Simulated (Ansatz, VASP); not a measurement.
## Two plane-wave programs on MgO

```xyz
4
Lattice="3.4841 0.0000 0.0000 -1.7421 3.0173 0.0000 0.0000 0.0000 4.2275" Properties=species:S:1:pos:R:3 pbc="T T T"
Mg    1.7421    1.0058    3.1707
Mg    0.0000    2.0115    1.0569
O     1.7421    1.0058    1.0569
O     0.0000    2.0115    3.1707
```

Change from the starting cell: strain +0.0100 x Voigt [0, 0, 1, 0, 0, 0], atoms carried along.

Alike in both runs: task single point; functional r2SCAN; k mesh 6 × 6 × 6; occupations gaussian, width 0.05 eV; no spin polarisation.

|  | VASP | Ansatz |
| --- | --- | --- |
| version | VASP 6.6.1 | Ansatz 0.2.0 |
| potentials or method | VASP PAW PBE potentials, release 64 (Mg, O), cutoff 520 eV | scalar-relativistic, plane waves, PAW |
| valence electrons in the cell | 16 | 32 |

|  | VASP | Ansatz | Ansatz less VASP |
| --- | --- | --- | --- |
| gap on the k mesh at the Fermi level (eV) | 4.02 | 4.03 | +0.014 |
| least direct gap on the mesh (eV) | 4.02 | 4.03 | +0.014 |
| pressure (GPa) | -2.2 | -1.4 | +0.80 |
| traceless stress, the component that is largest in VASP (GPa) | -1.40 | -1.22 | +0.183 |

VASP's potentials were made for PBE, not for r2SCAN. VASP's potentials hold 16 valence electrons a cell and Ansatz's 32, so a difference there can come from the potentials and not from the codes.
